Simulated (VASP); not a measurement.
Runs of VASP 6.6.1 on Cu. It takes space group I4/mmm (No. 139, tetragonal). The conventional cell has a = 2.886 Å, b = 2.886 Å, c = 2.752 Å, α = 90.00°, β = 90.00°, γ = 90.00°. Cu (site symmetry 4/mmm) has 14 Cu at 2.46 to 2.89 Å within 3.2 Å. 

```csv
spin,fixed moment (μB),gap on the mesh (eV),pressure (GPa),moment (μB)
collinear,0.2,-,-6.3,0.20
collinear,0.1,-,(b),0.10
off,-,none,-6.9,-
collinear,-,none,-6.9,0.00
collinear,0.5,-,-3.4,0.50
collinear,1.0,-,7.6,1.00
collinear,0.75,-,(a),0.75
"collinear, zero start",0.0,-,-6.9,0.00
```

Alike in all rows: task single point; level LDA; potentials or basis VASP PAW LDA potentials, release 64 (Cu); cell as given; k mesh 14 × 14 × 14; cutoff (eV) 600; smearing fermi-dirac 0.05 eV.

Task: Fill in the values left out.

Result: (a) 0.5; (b) -6.8.

Caveats: the cell stands under tension (at least some runs); the total moment is fixed, so each spin has its own Fermi level (at least some runs); the cell stands under pressure (at least some runs).

A gap of «none» marks levels without a gap at the run's occupations.
